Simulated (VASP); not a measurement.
Here is a VASP 6.6.1 calculation.

File INCAR:

```
PREC = Accurate
ENCUT = 520
EDIFF = 1E-6
ISMEAR = -1
SIGMA = 0.03
LREAL = F
LASPH = T
NELM = 60
ALGO = Normal
ISIF = 2
LWAVE = F
LCHARG = F
GGA = PS
NBANDS = 18
```

Contents of KPOINTS:

```
regular mesh
0
Gamma
  10 10 10
```

POSCAR

```
RbTi
1.0
    4.0063785807      0.0000000000      0.0000000000
    0.0000000000      4.0063785807      0.0000000000
    0.0000000000      0.0000000000      4.0063785807
Rb Ti
1 1
Direct
    0.0000000000      0.0000000000      0.0000000000
    0.5000000000      0.5000000000      0.5000000000
```

Potentials or basis: VASP PAW PBE potentials, release 64 (Rb_sv, Ti_sv).

The run is started by

```sh
$ cat potpaw_PBE.64/Rb_sv/POTCAR potpaw_PBE.64/Ti_sv/POTCAR > POTCAR
$ mpirun -np 1 vasp_std > vasp.out
```

(1) What does it give for the pressure?

(2) Predict the band gap on the k mesh.

## Answers

(1) 0.1 GPa.

(2) zero (an odd number of electrons rules out a gap without spin polarisation).

Caveat: the PAW data sets were made with another functional, which shifts forces and pressure a little.
